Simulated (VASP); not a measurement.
# Al (Fm-3m) in VASP: further runs

Al is run at these levels: PBE; tasks: single point.

Everything below comes from runs of VASP 6.6.1. Logs are shortened: lines on timing, memory, paths and dates and some standing lists are left out, and cuts for length are marked.

### 1 The cell of the first run

It takes space group Fm-3m (No. 225, cubic). The conventional cell has a = 3.881 Å, b = 3.881 Å, c = 3.881 Å, α = 90.00°, β = 90.00°, γ = 90.00°. Al (site symmetry m-3m) has 12 Al at 2.74 Å within 3.6 Å.

### 2 Single point, PBE

Input file INCAR:

```
ALGO     = Normal         # electronic algorithm
EDIFF    = 1E-7           # SCF threshold, eV
ENCUT    = 520            # plane-wave cutoff, eV
GGA      = PE             # functional
ISIF     = 2              # what is computed and relaxed
ISMEAR   = 1              # smearing method
LASPH    = True           # aspherical terms in the spheres
LCHARG   = False          # write CHGCAR
LREAL    = False          # projectors in reciprocal space
LWAVE    = False          # write WAVECAR
NBANDS   = 8              # bands
NELM     = 100            # most SCF steps
PREC     = Accurate       # precision mode
SIGMA    = 0.1            # smearing width, eV
```

Input file KPOINTS:

```
k-points
0
Gamma
  12 12 12
```

Input file POSCAR:

```
Al
1.0
    0.0000000000      1.9403381767      1.9403381767
    1.9403381767      0.0000000000      1.9403381767
    1.9403381767      1.9403381767      0.0000000000
Al
1
Direct
    0.0000000000      0.0000000000      0.0000000000
```

Potentials or basis: VASP PAW PBE potentials, release 64 (Al).

Started as:

```console
cat potpaw_PBE.64/Al/POTCAR > POTCAR
mpirun -np 1 vasp_std > vasp.out
```

OUTCAR:

```text
EDIFF = 1E-7
   ENCUT = 520
   GGA = PE
   ISIF = 2
   ISMEAR = 1
   LASPH = True
   LREAL = False
   NELM = 100
   PREC = Accurate

 ion  position               nearest neighbor table
   1  0.000  0.000  0.000-

  LATTYP: Found a face centered cubic cell.
 ALAT       =     3.8806763534

  Lattice vectors:

 A1 = (   0.0000000000,   1.9403381767,   1.9403381767)
 A2 = (   1.9403381767,   0.0000000000,   1.9403381767)
 A3 = (   1.9403381767,   1.9403381767,   0.0000000000)

Analysis of symmetry for initial positions (statically):
=====================================================================
 Subroutine PRICEL returns:
 Original cell was already a primitive cell.

 Routine SETGRP: Setting up the symmetry group for a
 face centered cubic supercell.

 Subroutine GETGRP returns: Found 48 space group operations
 (whereof 48 operations were pure point group operations)
 out of a pool of 48 trial point group operations.

The static configuration has the point symmetry O_h .

Analysis of symmetry for dynamics (positions and initial velocities):
=====================================================================
 Subroutine PRICEL returns:
 Original cell was already a primitive cell.

 Routine SETGRP: Setting up the symmetry group for a
 face centered cubic supercell.

 Subroutine GETGRP returns: Found 48 space group operations
 (whereof 48 operations were pure point group operations)
 out of a pool of 48 trial point group operations.

The dynamic configuration has the point symmetry O_h .

 Subroutine INISYM returns: Found 48 space group operations
 (whereof 48 operations are pure point group operations),
 and found     1 'primitive' translations

----------------------------------------------------------------------------------------

                                     Primitive cell

  volume of cell :      14.6104

  direct lattice vectors                    reciprocal lattice vectors
     0.000000000  1.940338177  1.940338177    -0.257687039  0.257687039  0.257687039
     1.940338177  0.000000000  1.940338177     0.257687039 -0.257687039  0.257687039
     1.940338177  1.940338177  0.000000000     0.257687039  0.257687039 -0.257687039

  length of vectors
     2.744052565  2.744052565  2.744052565     0.446327045  0.446327045  0.446327045

  position of ions in fractional coordinates (direct lattice)
     0.000000000  0.000000000  0.000000000

  ion indices of the primitive-cell ions
   primitive index   ion index
                 1           1

----------------------------------------------------------------------------------------

 KPOINTS: k-points

Automatic generation of k-mesh.
 Grid dimensions read from file:
 generate k-points for:   12   12   12

 Generating k-lattice:

  Cartesian coordinates                     Fractional coordinates (reciprocal lattice)
    -0.021473920  0.021473920  0.021473920     0.083333333  0.000000000  0.000000000
     0.021473920 -0.021473920  0.021473920     0.000000000  0.083333333  0.000000000
     0.021473920  0.021473920 -0.021473920     0.000000000  0.000000000  0.083333333

  Length of vectors
     0.037193920  0.037193920  0.037193920

  Shift w.r.t. Gamma in fractional coordinates (k-lattice)
     0.000000000  0.000000000  0.000000000

 Subroutine IBZKPT returns following result:
 ===========================================

 Found     72 irreducible k-points:

 Following reciprocal coordinates:
            Coordinates               Weight
  0.000000  0.000000  0.000000      1.000000
  0.083333  0.000000  0.000000      8.000000
  0.166667  0.000000  0.000000      8.000000
  0.250000  0.000000  0.000000      8.000000
  0.333333  0.000000  0.000000      8.000000
  0.416667  0.000000  0.000000      8.000000
[... 16 lines left out ...]
  0.500000  0.166667  0.000000     24.000000
 -0.416667  0.166667  0.000000     24.000000
 [... further k-points ...]
   k-points           NKPTS =     72   k-points in BZ     NKDIM =     72   number of bands    NBANDS=      8
   number of dos      NEDOS =    301   number of ions     NIONS =      1
   total plane-waves  NPLWV =   8000
   dimension x,y,z NGX =    20 NGY =   20 NGZ =   20
   dimension x,y,z NGXF=    40 NGYF=   40 NGZF=   40
   ions per type =               1
   NGX,Y,Z   is equivalent  to a cutoff of  12.12, 12.12, 12.12 a.u.
   NGXF,Y,Z  is equivalent  to a cutoff of  24.23, 24.23, 24.23 a.u.
 SYSTEM =  unknown system
   PREC   = accura    normal or accurate (medium, high low for compatibility)
   ISTART =      0    job   : 0-new  1-cont  2-samecut
   ICHARG =      2    charge: 1-file 2-atom 10-const
   ISPIN  =      1    spin polarized calculation?
   LNONCOLLINEAR =      F non collinear calculations
   LSORBIT =      F    spin-orbit coupling
   LASPH  =      T    aspherical Exc in radial PAW
   ENCUT  =  520.0 eV  38.22 Ry    6.18 a.u.   5.10  5.10  5.10*2*pi/ulx,y,z
   NELM   =    100;   NELMIN=  2; NELMDL= -5     # of ELM steps
   EDIFF  = 0.1E-06   stopping-criterion for ELM
   LREAL  =      F    real-space projection
   EDIFFG = 0.1E-05   stopping-criterion for IOM
   NSW    =      0    number of steps for IOM
   IBRION =     -1    ionic relax: 0-MD 1-quasi-New 2-CG
   NFREE  =      0    steps in history (QN), initial steepest desc. (CG)
   ISIF   =      2    stress and relaxation
   ISYM   =      2    0-nonsym 1-usesym 2-fastsym
   POTIM  = 0.5000    time-step for ionic-motion
   TEBEG  =    0.0;   TEEND  =   0.0 temperature during run
   PSTRESS=    0.0 pullay stress
   NELECT =       3.0000    total number of electrons
   NUPDOWN=      -1.0000    fix difference up-down
   EMIN   =  10.00;   EMAX   =-10.00  energy-range for DOS
   EFERMI =   0.00;   METHOD = LEGACY
   ISMEAR =     1;   SIGMA  =   0.10  broadening in eV -4-tet -1-fermi 0-gaus
   EFERMI_NEDOS =   21; number of points for ismear=-14 and -15
   IALGO  =     38    algorithm
   IMIX   =      4    mixing-type and parameters
     AMIX     =   0.40;   BMIX     =  1.00
     AMIX_MAG =   1.60;   BMIX_MAG =  1.00
  volume/ion in A,a.u.               =      14.61        98.60
  Fermi-wavevector in a.u.,A,eV,Ry     =   0.965816  1.825128 12.691527  0.932801
  Thomas-Fermi vector in A             =   2.095565
   LORBIT       =      0    0 simple, 1 ext, 2 COOP (PROOUT), +10 PAW based schemes
   GGA     = PE    functional components
   LHFCALC =     F    Hartree Fock is set to
   AEXX    =    0.0000 exact exchange contribution
   IVDW    =     0    specifies the selected vdW correction
   LEPSILON=     F    determine dielectric tensor
   LRPA    =     F    only Hartree local field effects (RPA)
 non-spin polarized calculation
 Methfessel and Paxton  Order N= 1 SIGMA  =   0.10
  energy-cutoff  :      520.00
  volume of cell :       14.61
 maximum number of plane-waves:       411
   NGX = 11   NGY = 11   NGZ = 11

 number of electron       3.0000000 magnetization

 Free energy of the ion-electron system (eV)
  ---------------------------------------------------
  ext. energy  EPLUGINS =         0.00000000
  ---------------------------------------------------
  free energy    TOTEN  =        -3.68521016 eV

  energy without entropy =       -3.68476035  energy(sigma->0) =       -3.68506022

 E-fermi :   9.2141     XC(G=0): -10.6445

 val. band max:        9.0642566589   @ k =   0.5000   0.2500   0.0833
 cond. band min:       9.2208488553   @ k =  -0.4167   0.4167   0.0833
 fundamental gap:      0.1565921964
 Fermi energy:         9.2140955302

 k-point     1 :       0.0000    0.0000    0.0000
  band No.  band energies     occupation
      1      -2.6722      2.00000
      2      22.6460      0.00000
      3      22.6460      0.00000
      4      22.6460      0.00000
      5      25.1097      0.00000
      6      25.1097      0.00000
      7      25.1097      0.00000
      8      26.7064      0.00000

 k-point     2 :       0.0833    0.0000    0.0000
  band No.  band energies     occupation
      1      -2.4677      2.00000
      2      20.0254      0.00000
      3      22.2104      0.00000
      4      22.2104      0.00000
      5      25.4837      0.00000
      6      25.8743      0.00000
      7      25.8743      0.00000
      8      28.8046      0.00000

 k-point     3 :       0.1667    0.0000    0.0000
  band No.  band energies     occupation
      1      -1.8562      2.00000
      2      16.4458      0.00000
      3      21.5637      0.00000
      4      21.5637      0.00000
      5      25.1650      0.00000
      6      26.9453      0.00000
      7      26.9453      0.00000
      8      27.7754      0.00000

 k-point     4 :       0.2500    0.0000    0.0000
  band No.  band energies     occupation
      1      -0.8437      2.00000
      2      13.0200      0.00000
      3      21.1271      0.00000
      4      21.1271      0.00000
      5      24.8544      0.00000
      6      25.3216      0.00000
      7      25.3216      0.00000
      8      29.6262      0.00000

 k-point     5 :       0.3333    0.0000    0.0000
  band No.  band energies     occupation
      1       0.5600      2.00000
      2       9.8671     -0.00000
      3      20.9801      0.00000
      4      20.9801      0.00000
      5      23.8318      0.00000
      6      23.8318      0.00000
      7      24.7768      0.00000
      8      28.1330      0.00000
[... 177 lines left out ...]
 k-point    22 :       0.4167    0.1667    0.0000
  band No.  band energies     occupation
      1       1.8152      2.00000
      2       9.5291     -0.00008
      3      17.1392      0.00000
      4      17.9682      0.00000
      5      19.8578      0.00000
      6      27.6327      0.00000
      7      27.6563      0.00000
      8      30.8809      0.00000

 k-point    23 :       0.5000    0.1667    0.0000
  band No.  band energies     occupation
      1       3.6980      2.00000
      2       6.8384      2.00000
      3      16.0345      0.00000
      4      18.2608      0.00000
      5      20.1993      0.00000
      6      26.6083      0.00000
      7      29.3439      0.00000
      8      31.0815      0.00000

 k-point    24 :      -0.4167    0.1667    0.0000
  band No.  band energies     occupation
      1       4.3889      2.00000
      2       6.0275      2.00000
      3      15.2761      0.00000
      4      18.8967      0.00000
      5      20.9060      0.00000
      6      25.8617      0.00000
      7      28.9153      0.00000
      8      31.8663      0.00000

 [... further k-points ...]
[... 5 lines left out ...]
  --------------------------------------------------------------------------------------
  -------------------------------------------------------------------------------------
  Total        1.1375925      1.1375925      1.1375925     -0.0000000      0.0000000     -0.0000000
  in kB      124.7484158    124.7484158    124.7484158     -0.0000000      0.0000000     -0.0000000
  external PRESSURE =     124.7484158 kB  Pullay stress =       0.0000000 kB

 VOLUME and BASIS-vectors are now :
 -----------------------------------------------------------------------------
  energy-cutoff  :      520.00
  volume of cell :       14.61
      direct lattice vectors                 reciprocal lattice vectors
     0.000000000  1.940338177  1.940338177    -0.257687039  0.257687039  0.257687039
     1.940338177  0.000000000  1.940338177     0.257687039 -0.257687039  0.257687039
     1.940338177  1.940338177  0.000000000     0.257687039  0.257687039 -0.257687039

 POSITION                                       TOTAL-FORCE (eV/Angst)
 -----------------------------------------------------------------------------------
      0.00000      0.00000      0.00000         0.000000      0.000000      0.000000
 -----------------------------------------------------------------------------------
    total drift:                               -0.000000     -0.000000     -0.000000

  FREE ENERGIE OF THE ION-ELECTRON SYSTEM (eV)
  ---------------------------------------------------
  free  energy   TOTEN  =        -3.6852101611 eV

  energy  without entropy=       -3.6847603499  energy(sigma->0) =       -3.68506022
```

It took 4.5 s on 1 thread of AMD EPYC 7R13 (Zen 3), shared host; peak memory 0.09 GiB.

Results:

| Property | Result |
| --- | --- |
| Free energy | -3.6852 eV |
| Pressure | 12.5 GPa |

[end of part 1 of 2]
